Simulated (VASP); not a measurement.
# Sr3Tc (Pm-3m) in VASP: notebook

The runs below take Sr3Tc through single point, with PBE.

Program: VASP 6.6.1. These are calculated values, not measurements. Logs are shortened: lines on timing, memory, paths and dates and some standing lists are left out, and cuts for length are marked.

### 1 The cell of the first run

It takes space group Pm-3m (No. 221, cubic). The conventional cell has a = 5.079 Å, b = 5.079 Å, c = 5.079 Å, α = 90.00°, β = 90.00°, γ = 90.00°. Within 4.7 Å of Tc (site symmetry m-3m) lie 12 Sr at 3.59 Å. Sr (site symmetry 4/mmm) has 4 Tc at 3.59 Å and 8 Sr at 3.59 Å within 4.7 Å.

### 2 Single point, PBE

The input, INCAR:

```
ALGO = Normal ; EDIFF = 1E-6
ENCUT = 500 ; GGA = PE
GGA_COMPAT = False ; ISIF = 2
ISMEAR = -1 ; LASPH = True
LCHARG = False ; LREAL = False
LWAVE = False ; NBANDS = 30
NELM = 120 ; PREC = Accurate
SIGMA = 0.05
```

The input, KPOINTS:

```
k-points
0
Gamma
  5 5 5
```

The input, POSCAR:

```
Sr3Tc
1.0
    5.0786290677      0.0000000000      0.0000000000
    0.0000000000      5.0786290677      0.0000000000
    0.0000000000      0.0000000000      5.0786290677
Tc Sr
1 3
Direct
    0.0000000000      0.0000000000      0.0000000000
    0.0000000000      0.5000000000      0.5000000000
    0.5000000000      0.0000000000      0.5000000000
    0.5000000000      0.5000000000      0.0000000000
```

Potentials or basis: VASP PAW PBE potentials, release 64 (Tc_pv, Sr_sv).

The run is started by

```sh
cat potpaw_PBE.64/Tc_pv/POTCAR potpaw_PBE.64/Sr_sv/POTCAR > POTCAR
mpirun -np 1 vasp_std > vasp.out
```

OUTCAR:

```text
EDIFF = 1E-6
   ENCUT = 500
   GGA = PE
   ISIF = 2
   ISMEAR = -1
   LASPH = True
   LREAL = False
   NELM = 120
   PREC = Accurate

 ion  position               nearest neighbor table
   1  0.000  0.000  0.000-   2 3.59   3 3.59   4 3.59   2 3.59   3 3.59   2 3.59   4 3.59   2 3.59
                             3 3.59   4 3.59   3 3.59   4 3.59
   2  0.000  0.500  0.500-   1 3.59   3 3.59   4 3.59   1 3.59   4 3.59   1 3.59   3 3.59   1 3.59
                             3 3.59   4 3.59   4 3.59   3 3.59
   3  0.500  0.000  0.500-   1 3.59   2 3.59   4 3.59   1 3.59   4 3.59   2 3.59   4 3.59   4 3.59
                             1 3.59   2 3.59   1 3.59   2 3.59
   4  0.500  0.500  0.000-   1 3.59   2 3.59   3 3.59   2 3.59   3 3.59   1 3.59   3 3.59   3 3.59
                             1 3.59   2 3.59   2 3.59   1 3.59

  LATTYP: Found a simple cubic cell.
 ALAT       =     5.0786290677

  Lattice vectors:

 A1 = (   5.0786290677,   0.0000000000,   0.0000000000)
 A2 = (   0.0000000000,   5.0786290677,   0.0000000000)
 A3 = (   0.0000000000,   0.0000000000,   5.0786290677)

Analysis of symmetry for initial positions (statically):
=====================================================================
 Subroutine PRICEL returns:
 Original cell was already a primitive cell.

 Routine SETGRP: Setting up the symmetry group for a
 simple cubic supercell.

 Subroutine GETGRP returns: Found 48 space group operations
 (whereof 48 operations were pure point group operations)
 out of a pool of 48 trial point group operations.

The static configuration has the point symmetry O_h .

Analysis of symmetry for dynamics (positions and initial velocities):
=====================================================================
 Subroutine PRICEL returns:
 Original cell was already a primitive cell.

 Routine SETGRP: Setting up the symmetry group for a
 simple cubic supercell.

 Subroutine GETGRP returns: Found 48 space group operations
 (whereof 48 operations were pure point group operations)
 out of a pool of 48 trial point group operations.

The dynamic configuration has the point symmetry O_h .

 Subroutine INISYM returns: Found 48 space group operations
 (whereof 48 operations are pure point group operations),
 and found     1 'primitive' translations

----------------------------------------------------------------------------------------

                                     Primitive cell

  volume of cell :     130.9904

  direct lattice vectors                    reciprocal lattice vectors
     5.078629068  0.000000000  0.000000000     0.196903532  0.000000000  0.000000000
     0.000000000  5.078629068  0.000000000     0.000000000  0.196903532  0.000000000
     0.000000000  0.000000000  5.078629068     0.000000000  0.000000000  0.196903532

  length of vectors
     5.078629068  5.078629068  5.078629068     0.196903532  0.196903532  0.196903532

  position of ions in fractional coordinates (direct lattice)
     0.000000000  0.000000000  0.000000000
     0.000000000  0.500000000  0.500000000
     0.500000000  0.000000000  0.500000000
     0.500000000  0.500000000  0.000000000

  ion indices of the primitive-cell ions
   primitive index   ion index
                 1           1
                 2           2
                 3           3
                 4           4

----------------------------------------------------------------------------------------

 KPOINTS: k-points

Automatic generation of k-mesh.
 Grid dimensions read from file:
 generate k-points for:    5    5    5

 Generating k-lattice:

  Cartesian coordinates                     Fractional coordinates (reciprocal lattice)
     0.039380706  0.000000000  0.000000000     0.200000000  0.000000000  0.000000000
     0.000000000  0.039380706  0.000000000     0.000000000  0.200000000  0.000000000
     0.000000000  0.000000000  0.039380706     0.000000000  0.000000000  0.200000000

  Length of vectors
     0.039380706  0.039380706  0.039380706

  Shift w.r.t. Gamma in fractional coordinates (k-lattice)
     0.000000000  0.000000000  0.000000000

 Subroutine IBZKPT returns following result:
 ===========================================

 Found     10 irreducible k-points:

 Following reciprocal coordinates:
            Coordinates               Weight
  0.000000  0.000000  0.000000      1.000000
  0.200000  0.000000  0.000000      6.000000
  0.400000  0.000000  0.000000      6.000000
  0.200000  0.200000  0.000000     12.000000
  0.400000  0.200000  0.000000     24.000000
  0.400000  0.400000  0.000000     12.000000
  0.200000  0.200000  0.200000      8.000000
  0.400000  0.200000  0.200000     24.000000
  0.400000  0.400000  0.200000     24.000000
  0.400000  0.400000  0.400000      8.000000
   k-points           NKPTS =     10   k-points in BZ     NKDIM =     10   number of bands    NBANDS=     30
   number of dos      NEDOS =    301   number of ions     NIONS =      4
   total plane-waves  NPLWV =  64000
   dimension x,y,z NGX =    40 NGY =   40 NGZ =   40
   dimension x,y,z NGXF=    80 NGYF=   80 NGZF=   80
   ions per type =               1   3
   NGX,Y,Z   is equivalent  to a cutoff of  13.09, 13.09, 13.09 a.u.
   NGXF,Y,Z  is equivalent  to a cutoff of  26.19, 26.19, 26.19 a.u.
 SYSTEM =  unknown system
   PREC   = accura    normal or accurate (medium, high low for compatibility)
   ISTART =      0    job   : 0-new  1-cont  2-samecut
   ICHARG =      2    charge: 1-file 2-atom 10-const
   ISPIN  =      1    spin polarized calculation?
   LNONCOLLINEAR =      F non collinear calculations
   LSORBIT =      F    spin-orbit coupling
   LASPH  =      T    aspherical Exc in radial PAW
   ENCUT  =  500.0 eV  36.75 Ry    6.06 a.u.   9.26  9.26  9.26*2*pi/ulx,y,z
   NELM   =    120;   NELMIN=  2; NELMDL= -5     # of ELM steps
   EDIFF  = 0.1E-05   stopping-criterion for ELM
   LREAL  =      F    real-space projection
   EDIFFG = 0.1E-04   stopping-criterion for IOM
   NSW    =      0    number of steps for IOM
   IBRION =     -1    ionic relax: 0-MD 1-quasi-New 2-CG
   NFREE  =      0    steps in history (QN), initial steepest desc. (CG)
   ISIF   =      2    stress and relaxation
   ISYM   =      2    0-nonsym 1-usesym 2-fastsym
   POTIM  = 0.5000    time-step for ionic-motion
   TEBEG  =    0.0;   TEEND  =   0.0 temperature during run
   PSTRESS=    0.0 pullay stress
   NELECT =      43.0000    total number of electrons
   NUPDOWN=      -1.0000    fix difference up-down
   EMIN   =  10.00;   EMAX   =-10.00  energy-range for DOS
   EFERMI =   0.00;   METHOD = LEGACY
   ISMEAR =    -1;   SIGMA  =   0.05  broadening in eV -4-tet -1-fermi 0-gaus
   EFERMI_NEDOS =   21; number of points for ismear=-14 and -15
   IALGO  =     38    algorithm
   IMIX   =      4    mixing-type and parameters
     AMIX     =   0.40;   BMIX     =  1.00
     AMIX_MAG =   1.60;   BMIX_MAG =  1.00
  volume/ion in A,a.u.               =      32.75       220.99
  Fermi-wavevector in a.u.,A,eV,Ry     =   1.129322  2.134109 17.352440  1.275368
  Thomas-Fermi vector in A             =   2.266015
   LORBIT       =      0    0 simple, 1 ext, 2 COOP (PROOUT), +10 PAW based schemes
   GGA     = PE    functional components
   LHFCALC =     F    Hartree Fock is set to
   AEXX    =    0.0000 exact exchange contribution
   IVDW    =     0    specifies the selected vdW correction
   LEPSILON=     F    determine dielectric tensor
   LRPA    =     F    only Hartree local field effects (RPA)
 non-spin polarized calculation
  energy-cutoff  :      500.00
  volume of cell :      130.99
 maximum number of plane-waves:      3345
 NGX is ok and might be reduce to    40
   NGX = 19   NGY = 19   NGZ = 19

 number of electron      43.0000004 magnetization

 Free energy of the ion-electron system (eV)
  ---------------------------------------------------
  ext. energy  EPLUGINS =         0.00000000
  ---------------------------------------------------
  free energy    TOTEN  =       -11.86554535 eV

  energy without entropy =      -11.82278910  energy(sigma->0) =      -11.84416722

 E-fermi :   3.3284     XC(G=0):  -9.1563

 val. band max:        3.2421026825   @ k =   0.4000   0.2000   0.2000
 cond. band min:       3.3556170884   @ k =   0.4000   0.4000   0.2000
 fundamental gap:      0.1135144060
 Fermi energy:         3.3283905925

 k-point     1 :       0.0000    0.0000    0.0000
  band No.  band energies     occupation
      1     -34.3419      2.00000
      2     -34.3419      2.00000
      3     -34.3419      2.00000
      4     -32.1787      2.00000
      5     -32.0472      2.00000
      6     -32.0472      2.00000
[... 22 lines left out ...]
     29       6.3081      0.00000
     30       6.3081      0.00000

 k-point     2 :       0.2000    0.0000    0.0000
  band No.  band energies     occupation
      1     -34.3422      2.00000
      2     -34.3420      2.00000
      3     -34.3420      2.00000
      4     -32.1675      2.00000
      5     -32.0582      2.00000
      6     -32.0471      2.00000
[... 22 lines left out ...]
     29       6.1702      0.00000
     30       6.6413      0.00000

 k-point     3 :       0.4000    0.0000    0.0000
  band No.  band energies     occupation
      1     -34.3428      2.00000
      2     -34.3419      2.00000
      3     -34.3419      2.00000
      4     -32.1414      2.00000
      5     -32.0838      2.00000
      6     -32.0469      2.00000
[... 22 lines left out ...]
     29       6.5763      0.00000
     30       6.6198      0.00000

 k-point     4 :       0.2000    0.2000    0.0000
  band No.  band energies     occupation
      1     -34.3423      2.00000
      2     -34.3421      2.00000
      3     -34.3419      2.00000
      4     -32.1572      2.00000
      5     -32.0621      2.00000
      6     -32.0530      2.00000
[... 154 lines left out ...]
     29       6.0905      0.00000
     30       6.3705      0.00000

 k-point     9 :       0.4000    0.4000    0.2000
  band No.  band energies     occupation
      1     -34.3425      2.00000
      2     -34.3424      2.00000
      3     -34.3420      2.00000
      4     -32.1080      2.00000
      5     -32.0860      2.00000
      6     -32.0769      2.00000
[... 22 lines left out ...]
     29       6.3408      0.00000
     30       6.4531      0.00000

 k-point    10 :       0.4000    0.4000    0.4000
  band No.  band energies     occupation
      1     -34.3423      2.00000
      2     -34.3423      2.00000
      3     -34.3423      2.00000
      4     -32.0985      2.00000
      5     -32.0860      2.00000
      6     -32.0860      2.00000
[... 22 lines left out ...]
     29       6.4799      0.00000
     30       6.4799      0.00000

------------------------ aborting loop because EDIFF is reached ----------------------------------------

  FORCE on cell =-STRESS in cart. coord.  units (eV):
  Direction    XX          YY          ZZ          XY          YZ          ZX
  --------------------------------------------------------------------------------------
  -------------------------------------------------------------------------------------
  Total        0.4770933      0.4770933      0.4770933      0.0000000     -0.0000000      0.0000000
  in kB        5.8354506      5.8354506      5.8354506      0.0000000     -0.0000000      0.0000000
  external PRESSURE =       5.8354506 kB  Pullay stress =       0.0000000 kB

 VOLUME and BASIS-vectors are now :
 -----------------------------------------------------------------------------
  energy-cutoff  :      500.00
  volume of cell :      130.99
      direct lattice vectors                 reciprocal lattice vectors
     5.078629068  0.000000000  0.000000000     0.196903532  0.000000000  0.000000000
     0.000000000  5.078629068  0.000000000     0.000000000  0.196903532  0.000000000
     0.000000000  0.000000000  5.078629068     0.000000000  0.000000000  0.196903532

 POSITION                                       TOTAL-FORCE (eV/Angst)
 -----------------------------------------------------------------------------------
      0.00000      0.00000      0.00000         0.000000      0.000000      0.000000
      0.00000      2.53931      2.53931         0.000000      0.000000      0.000000
      2.53931      0.00000      2.53931         0.000000      0.000000      0.000000
      2.53931      2.53931      0.00000         0.000000      0.000000      0.000000
 -----------------------------------------------------------------------------------
    total drift:                               -0.000000     -0.000000     -0.000000

  FREE ENERGIE OF THE ION-ELECTRON SYSTEM (eV)
  ---------------------------------------------------
  free  energy   TOTEN  =       -11.8655453471 eV

  energy  without entropy=      -11.8227890992  energy(sigma->0) =      -11.84416722
```

Wall time 44 s (1 thread of Intel Xeon 8259CL, shared host); peak memory 0.25 GiB.

What came out:

| Item | Value |
| --- | --- |
| Free energy | -11.8655 eV |
| Pressure | 0.6 GPa |
| Band gap on the k mesh | zero (an odd number of electrons rules out a gap without spin polarisation) |

### 3 Single point, PBE

This run uses another cell than the first one, of 33.42 Å³/atom.

The input, INCAR:

```
SYSTEM = Sr3Tc
PREC = Accurate ; ENCUT = 500
EDIFF = 1E-6 ; ISMEAR = -1
SIGMA = 0.05 ; LREAL = .False.
LASPH = .True. ; NELM = 120
ALGO = Normal ; ISIF = 2
LWAVE = .False. ; LCHARG = .False.
GGA = PE ; NBANDS = 30
GGA_COMPAT = .False.
```

The input, KPOINTS:

```
Automatic mesh
0
Gamma
  5 5 5
  0 0 0
```

The input, POSCAR:

```
Sr3Tc
1.0
    5.1129451699      0.0000000000      0.0000000000
    0.0000000000      5.1129451699      0.0000000000
    0.0000000000      0.0000000000      5.1129451699
Tc Sr
1 3
Direct
    0.0000000000      0.0000000000      0.0000000000
    0.0000000000      0.5000000000      0.5000000000
    0.5000000000      0.0000000000      0.5000000000
    0.5000000000      0.5000000000      0.0000000000
```

Potentials or basis: VASP PAW PBE potentials, release 64 (Tc_pv, Sr_sv).

The run is started by

```sh
cat potpaw_PBE.64/Tc_pv/POTCAR potpaw_PBE.64/Sr_sv/POTCAR > POTCAR
mpirun -np 1 vasp_std > vasp.out
```

Wall time 44 s (1 thread of Intel Xeon 8259CL, shared host); peak memory 0.25 GiB.

It converged, with:

```yaml
Free_energy: -11.8717 eV
Pressure: 0.1 GPa
Band_gap_on_the_k_mesh: zero (an odd number of electrons rules out a gap without spin polarisation)
```

Levels at points of the mesh, in eV from the Fermi level:
```tsv
k point	band 20	band 21	band 22	band 23	band 24	band 25
(0.00, 0.00, 0.00)	-0.66	-0.66	-0.66	1.91	1.91	1.91
```

### 4 Single point, PBE

This run uses another cell than the first one, of 33.42 Å³/atom.

The input, INCAR:

```
ALGO = Normal
EDIFF = 1E-6
ENCUT = 500
GGA = PE
GGA_COMPAT = F
ISIF = 2
ISMEAR = -1
LASPH = T
LCHARG = T
LELF = T
LREAL = F
LVHAR = T
LWAVE = F
NBANDS = 30
NELM = 120
PREC = Accurate
SIGMA = 0.05
```

The input, KPOINTS:

```
k-points
0
Gamma
  5 5 5
```

POSCAR is that of step 3.

The run is started by

```sh
cat potpaw_PBE.64/Tc_pv/POTCAR potpaw_PBE.64/Sr_sv/POTCAR > POTCAR
mpirun -np 1 vasp_std > vasp.out
```

Run time: 44 s. Hardware: 1 thread of Intel Xeon 8259CL, shared host; peak memory 0.25 GiB.

Results (log left out):

* Free energy: -11.8717 eV
* Pressure: 0.1 GPa
* Band gap on the k mesh: zero (an odd number of electrons rules out a gap without spin polarisation)

Levels at points of the mesh, in eV from the Fermi level:
| k point | band 19 | band 20 | band 21 | band 22 | band 23 | band 24 | band 25 | band 26 |
| --- | --- | --- | --- | --- | --- | --- | --- | --- |
| (0.00, 0.00, 0.00) | -1.23 | -0.66 | -0.66 | -0.66 | 1.91 | 1.91 | 1.91 | 2.66 |

### 5 Single point, PBE

This run uses another cell than the first one, of 34.08 Å³/atom.

The input, INCAR:

```
SYSTEM = Sr3Tc
  PREC = Accurate
  ENCUT = 500
  EDIFF = 1E-6
  ISMEAR = -1
  SIGMA = 0.05
  LREAL = .False.
  LASPH = .True.
  NELM = 120
  ALGO = Normal
  ISIF = 2
  LWAVE = .False.
  LCHARG = .False.
  GGA = PE
  NBANDS = 30
  GGA_COMPAT = .False.
```

The input, KPOINTS:

```
regular mesh
0
Gamma
  5 5 5
  0 0 0
```

The input, POSCAR:

```
Sr3Tc
1.0
    5.1468067208      0.0000000000      0.0000000000
    0.0000000000      5.1468067208      0.0000000000
    0.0000000000      0.0000000000      5.1468067208
Tc Sr
1 3
Direct
    0.0000000000      0.0000000000      0.0000000000
    0.0000000000      0.5000000000      0.5000000000
    0.5000000000      0.0000000000      0.5000000000
    0.5000000000      0.5000000000      0.0000000000
```

The run is started by

```sh
cat potpaw_PBE.64/Tc_pv/POTCAR potpaw_PBE.64/Sr_sv/POTCAR > POTCAR
mpirun -np 1 vasp_std > vasp.out
```

It took 43 s on 1 thread of Intel Xeon 8259CL, shared host; peak memory 0.25 GiB.

The run converged. Its results:

```yaml
Free_energy: -11.8697 eV
Pressure: -0.4 GPa
Band_gap_on_the_k_mesh: zero (an odd number of electrons rules out a gap without spin polarisation)
```

Levels at points of the mesh, in eV from the Fermi level:
```csv
k point,band 20,band 21,band 22,band 23,band 24,band 25
"(0.00, 0.00, 0.00)",-0.63,-0.63,-0.63,1.90,1.90,1.90
```

### 6 Summary

```csv
cell,gap on the mesh (eV),pressure (GPa)
"a = 5.079 Å, 4 atoms",none,0.6
"a = 5.113 Å, 4 atoms",none,0.1
"a = 5.147 Å, 4 atoms",none,-0.4
```

Alike in all rows: task single point; level PBE; potentials or basis VASP PAW PBE potentials, release 64 (Tc_pv, Sr_sv); no spin polarisation; k mesh 5 × 5 × 5; cutoff (eV) 500; smearing fermi-dirac 0.05 eV.

Absolute energies hang on the potentials; compare differences alone.

The gap in the log of VASP goes by the Fermi energy; the results here count the filled bands.